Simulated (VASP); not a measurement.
# HfC (Fm-3m) in VASP: a series of runs, part 3 of 3

VASP 6.6.1.

### 5 Electric field gradients, PBEsol (13.32 Å³/atom)

This run uses another cell than the first one, of 13.32 Å³/atom.

INCAR

```
  ALGO = Normal
  EDIFF = 1E-8
  ENCUT = 520
  GGA = PS
  GGA_COMPAT = F
  ISIF = 2
  ISMEAR = -1
  LASPH = T
  LCHARG = F
  LEFG = T
  LREAL = F
  LWAVE = F
  NBANDS = 14
  NELM = 120
  PREC = Accurate
  SIGMA = 0.05
```

KPOINTS

```
k-points
0
Gamma
  15 15 15
```

POSCAR

```
HfC
1.0
    0.0000000000      2.3705998121      2.3705998121
    2.3705998121      0.0000000000      2.3705998121
    2.3705998121      2.3705998121      0.0000000000
Hf C
1 1
Direct
    0.5000000000      0.5000000000      0.5000000000
    0.0000000000      0.0000000000      0.0000000000
```

Potentials or basis: VASP PAW PBE potentials, release 64 (Hf_pv, C).

Command:

```bash
cat potpaw_PBE.64/Hf_pv/POTCAR potpaw_PBE.64/C/POTCAR > POTCAR
mpirun -np 1 vasp_std > vasp.out
```

OUTCAR:

```text
EDIFF = 1E-8
   ENCUT = 520
   GGA = PS
   ISIF = 2
   ISMEAR = -1
   LASPH = T
   LREAL = F
   NELM = 120
   PREC = Accurate

 ion  position               nearest neighbor table
   1  0.500  0.500  0.500-   2 2.37   2 2.37   2 2.37   2 2.37   2 2.37   2 2.37
   2  0.000  0.000  0.000-   1 2.37   1 2.37   1 2.37   1 2.37   1 2.37   1 2.37

  LATTYP: Found a face centered cubic cell.
 ALAT       =     4.7411996242

  Lattice vectors:

 A1 = (   0.0000000000,   2.3705998121,   2.3705998121)
 A2 = (   2.3705998121,   0.0000000000,   2.3705998121)
 A3 = (   2.3705998121,   2.3705998121,   0.0000000000)

Analysis of symmetry for initial positions (statically):
=====================================================================
 Subroutine PRICEL returns:
 Original cell was already a primitive cell.

 Routine SETGRP: Setting up the symmetry group for a
 face centered cubic supercell.

 Subroutine GETGRP returns: Found 48 space group operations
 (whereof 48 operations were pure point group operations)
 out of a pool of 48 trial point group operations.

The static configuration has the point symmetry O_h .

Analysis of symmetry for dynamics (positions and initial velocities):
=====================================================================
 Subroutine PRICEL returns:
 Original cell was already a primitive cell.

 Routine SETGRP: Setting up the symmetry group for a
 face centered cubic supercell.

 Subroutine GETGRP returns: Found 48 space group operations
 (whereof 48 operations were pure point group operations)
 out of a pool of 48 trial point group operations.

The dynamic configuration has the point symmetry O_h .

 Subroutine INISYM returns: Found 48 space group operations
 (whereof 48 operations are pure point group operations),
 and found     1 'primitive' translations

----------------------------------------------------------------------------------------

                                     Primitive cell

  volume of cell :      26.6443

  direct lattice vectors                    reciprocal lattice vectors
     0.000000000  2.370599812  2.370599812    -0.210917084  0.210917084  0.210917084
     2.370599812  0.000000000  2.370599812     0.210917084 -0.210917084  0.210917084
     2.370599812  2.370599812  0.000000000     0.210917084  0.210917084 -0.210917084

  length of vectors
     3.352534405  3.352534405  3.352534405     0.365319106  0.365319106  0.365319106

  position of ions in fractional coordinates (direct lattice)
     0.500000000  0.500000000  0.500000000
     0.000000000  0.000000000  0.000000000

  ion indices of the primitive-cell ions
   primitive index   ion index
                 1           1
                 2           2

----------------------------------------------------------------------------------------

 KPOINTS: k-points

Automatic generation of k-mesh.
 Grid dimensions read from file:
 generate k-points for:   15   15   15

 Generating k-lattice:

  Cartesian coordinates                     Fractional coordinates (reciprocal lattice)
    -0.014061139  0.014061139  0.014061139     0.066666667  0.000000000  0.000000000
[... 81 lines left out ...]
  Fermi-wavevector in a.u.,A,eV,Ry     =   1.321040  2.496403 23.744158  1.745146
  Thomas-Fermi vector in A             =   2.450823
   LORBIT       =      0    0 simple, 1 ext, 2 COOP (PROOUT), +10 PAW based schemes
   GGA     = PS    functional components
   LHFCALC =     F    Hartree Fock is set to
   AEXX    =    0.0000 exact exchange contribution
   IVDW    =     0    specifies the selected vdW correction
   LEPSILON=     F    determine dielectric tensor
   LRPA    =     F    only Hartree local field effects (RPA)
 non-spin polarized calculation
  energy-cutoff  :      520.00
  volume of cell :       26.64
 maximum number of plane-waves:       745
 NGX is ok and might be reduce to    28
   NGX = 13   NGY = 13   NGZ = 13

 number of electron      14.0000000 magnetization

 Free energy of the ion-electron system (eV)
  ---------------------------------------------------
  ext. energy  EPLUGINS =         0.00000000
  ---------------------------------------------------
  free energy    TOTEN  =       -22.05722700 eV

  energy without entropy =      -22.05397953  energy(sigma->0) =      -22.05560327

 E-fermi :   5.3403     XC(G=0): -12.1366

 val. band max:        5.3249632887   @ k =   0.1333   0.0667   0.0000
 cond. band min:       5.3406516566   @ k =   0.4667   0.4000   0.0000
 fundamental gap:      0.0156883679
 Fermi energy:         5.3403427295

 k-point     1 :       0.0000    0.0000    0.0000
  band No.  band energies     occupation
      1     -24.4150      2.00000
      2     -24.4150      2.00000
      3     -24.4150      2.00000
      4      -6.6252      2.00000
      5       6.3638      0.00000
      6       6.3638      0.00000
      7       6.3638      0.00000
      8       6.6913      0.00000
      9       6.6913      0.00000
     10       6.6913      0.00000
     11       8.5516      0.00000
     12       8.5516      0.00000
     13      11.5215      0.00000
     14      16.1424      0.00000
[... 377 lines left out ...]
      1     -24.5686      2.00000
      2     -24.4620      2.00000
      3     -24.4562      2.00000
      4      -5.7919      2.00000
      5       3.0247      2.00000
      6       4.7158      1.99999
      7       4.9690      1.99881
      8       6.1135      0.00000
      9       8.6546      0.00000
     10       8.9471      0.00000
     11       9.6548      0.00000
     12      11.1118      0.00000
     13      14.2266      0.00000
     14      18.4254      0.00000

 [... further k-points ...]

------------------------ aborting loop because EDIFF is reached ----------------------------------------

  FORCE on cell =-STRESS in cart. coord.  units (eV):
  Direction    XX          YY          ZZ          XY          YZ          ZX
  --------------------------------------------------------------------------------------
  -------------------------------------------------------------------------------------
  Total       -3.1005568     -3.1005568     -3.1005568      0.0000000      0.0000000      0.0000000
  in kB     -186.4427693   -186.4427693   -186.4427693      0.0000000      0.0000000      0.0000000
  external PRESSURE =    -186.4427693 kB  Pullay stress =       0.0000000 kB

 VOLUME and BASIS-vectors are now :
 -----------------------------------------------------------------------------
  energy-cutoff  :      520.00
  volume of cell :       26.64
      direct lattice vectors                 reciprocal lattice vectors
     0.000000000  2.370599812  2.370599812    -0.210917084  0.210917084  0.210917084
     2.370599812  0.000000000  2.370599812     0.210917084 -0.210917084  0.210917084
     2.370599812  2.370599812  0.000000000     0.210917084  0.210917084 -0.210917084

 POSITION                                       TOTAL-FORCE (eV/Angst)
 -----------------------------------------------------------------------------------
      2.37060      2.37060      2.37060         0.000000      0.000000      0.000000
      0.00000      0.00000      0.00000        -0.000000     -0.000000     -0.000000
 -----------------------------------------------------------------------------------
    total drift:                                0.000000      0.000000      0.000000

  FREE ENERGIE OF THE ION-ELECTRON SYSTEM (eV)
  ---------------------------------------------------
  free  energy   TOTEN  =       -22.0572270039 eV

  energy  without entropy=      -22.0539795344  energy(sigma->0) =      -22.05560327

 Electric field gradients (V/A^2)
---------------------------------------------------------------------
 ion       V_xx      V_yy      V_zz      V_xy      V_xz      V_yz
---------------------------------------------------------------------
   1      -0.000     0.000     0.000    -0.000    -0.000    -0.000
   2      -0.000     0.000    -0.000    -0.000    -0.000    -0.000
---------------------------------------------------------------------

 Electric field gradients after diagonalization (V/A^2)
 (convention: |V_zz| > |V_xx| > |V_yy|)
----------------------------------------------------------------------
 ion       V_xx      V_yy      V_zz     asymmetry (V_yy - V_xx)/ V_zz
----------------------------------------------------------------------
   1       0.000     0.000    -0.001       0.000
   2       0.000     0.000    -0.000       0.000
----------------------------------------------------------------------

           NMR quadrupolar parameters

 Cq : quadrupolar parameter    Cq=e*Q*V_zz/h
 eta: asymmetry parameters     (V_yy - V_xx)/ V_zz
 Q  : nuclear electric quadrupole moment in mb (millibarn)
----------------------------------------------------------------------
 ion       Cq(MHz)       eta       Q (mb)
----------------------------------------------------------------------
   1      -0.000       0.000       1.000
   2      -0.000       0.000       1.000
----------------------------------------------------------------------
```

OSZICAR:

```text
N       E                     dE             d eps       ncg     rms          rms(c)
DAV:   1     0.223054064853E+02    0.22305E+02   -0.77733E+03  3376   0.977E+02
DAV:   2    -0.233771153320E+02   -0.45683E+02   -0.42315E+02  4380   0.199E+02
DAV:   3    -0.250194343420E+02   -0.16423E+01   -0.16359E+01  4026   0.272E+01
DAV:   4    -0.250275299363E+02   -0.80956E-02   -0.80950E-02  3900   0.236E+00
DAV:   5    -0.250275842123E+02   -0.54276E-04   -0.54276E-04  4054   0.175E-01    0.523E+01
DAV:   6    -0.221731460660E+02    0.28544E+01   -0.11147E+01  3702   0.172E+01    0.379E+01
DAV:   7    -0.220829369171E+02    0.90209E-01   -0.56262E-01  4182   0.511E+00    0.237E+01
DAV:   8    -0.220660224492E+02    0.16914E-01   -0.10626E-01  3918   0.245E+00    0.648E+00
DAV:   9    -0.220575661891E+02    0.84563E-02   -0.27528E-02  3816   0.101E+00    0.219E+00
DAV:  10    -0.220572386842E+02    0.32750E-03   -0.16594E-03  4304   0.294E-01    0.863E-02
DAV:  11    -0.220572274511E+02    0.11233E-04   -0.96065E-05  3840   0.811E-02    0.243E-02
DAV:  12    -0.220572271413E+02    0.30985E-06   -0.40420E-06  4274   0.157E-02    0.886E-03
DAV:  13    -0.220572270073E+02    0.13397E-06   -0.23141E-07  3928   0.323E-03    0.396E-03
DAV:  14    -0.220572269868E+02    0.20513E-07   -0.38272E-08  4224   0.143E-03    0.916E-04
DAV:  15    -0.220572270024E+02   -0.15638E-07   -0.42897E-09  2388   0.545E-04    0.305E-04
DAV:  16    -0.220572270039E+02   -0.15136E-08   -0.45770E-10  2130   0.186E-04
   1 F= -.22057227E+02 E0= -.22055603E+02  d E =-.324747E-02
```

Run time: 1.7 min. Hardware: 1 thread of Intel Xeon 8259CL, shared host; peak memory 0.19 GiB.

Results:

```yaml
Free_energy: -22.0572 eV
Pressure: -18.6 GPa
Band_gap_on_the_k_mesh: zero (bands 7 and 8 overlap by 1.41 eV)
Largest_electric_field_gradient_by_atom: zero within the noise of the run
```

Levels at points of the mesh, in eV from the Fermi level:
| k point | band 4 | band 5 | band 6 | band 7 | band 8 | band 9 | band 10 | band 11 |
| --- | --- | --- | --- | --- | --- | --- | --- | --- |
| (0.00, 0.00, 0.00) | -11.97 | 1.02 | 1.02 | 1.02 | 1.35 | 1.35 | 1.35 | 3.21 |

Caveat: the cell stands under tension; the PAW data sets were made with another functional, which shifts forces and pressure a little; spin-orbit coupling is left out, which moves the levels of the heavy elements.

### 6 The runs side by side

| cell | gap on the mesh (eV) | pressure (GPa) |
| --- | --- | --- |
| a = 3.277 Å, angles 60.0°, 2 atoms | none | -4.7 |
| a = 3.310 Å, angles 60.0°, 2 atoms | none | -11.3 |
| a = 3.353 Å, angles 60.0°, 2 atoms | none | -18.6 |

Alike in all rows: task electric field gradients; level PBEsol; potentials or basis VASP PAW PBE potentials, release 64 (Hf_pv, C); no spin polarisation; k mesh 15 × 15 × 15; cutoff (eV) 520; smearing fermi-dirac 0.05 eV.

Caveats: the cell stands under tension; the PAW data sets were made with another functional, which shifts forces and pressure a little; spin-orbit coupling is left out, which moves the levels of the heavy elements.

Total energies depend on the potentials used, so only differences within one code and one set of settings carry meaning.
